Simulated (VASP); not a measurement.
Runs of VASP 6.6.1 on CsLiCr2Te2S3. The structure is that of space group Cm (No. 8), or close to it. The cells are those of the table. 

```tsv
level	U	cell	k mesh	grid for exact exchange (PRECFOCK)	share of exact exchange	screening parameter	gap on the mesh (eV)	moment (μB)	largest force (eV/Å)
PBE	-	a = 6.330, b = 6.330, c = 8.135 Å, angles 101.5, 101.5, 113.1°, 9 atoms	4 × 4 × 3	-	-	-	none	4.04	(a)
PBE+U	Cr d U = 3.0 eV	a = 6.209, b = 6.209, c = 7.978 Å, angles 101.5, 101.5, 113.1°, 9 atoms	4 × 4 × 3	-	-	-	none	4.98	1.09
PBE	-	a = 6.250, b = 6.250, c = 8.031 Å, angles 101.5, 101.5, 113.1°, 9 atoms	4 × 4 × 3	-	-	-	none	4.02	(b)
PBE-based screened hybrid	-	a = 6.209, b = 6.209, c = 7.978 Å, angles 101.5, 101.5, 113.1°, 9 atoms	2 × 2 × 2	Fast	0.25	0.3 1/Å	none	4.02	0.30
```

Alike in all rows: task single point; potentials or basis VASP PAW PBE potentials, release 64 (Cs_sv, Li_sv, Cr_pv, Te, S); spin collinear, ferromagnetic start; cutoff (eV) 520; smearing fermi-dirac 0.05 eV.

Question: Fill in the values left out.

Answer: (a) 0.49; (b) 0.18.

Caveats: some runs use coarse meshes; spin-orbit coupling is left out, which moves the levels of the heavy elements; only a ferromagnetic start was run, and an antiferromagnetic order may lie lower in energy; forces of over 1 eV/Å act on the atoms, so gaps and moduli don't describe the material at rest (some runs); the PAW data sets were made with another functional, which shifts forces and pressure a little (some runs).

A k mesh can miss the band edges, and the runs leave out spin-orbit coupling on Cs, Te.

A gap of «none» marks levels without a gap at the run's occupations.
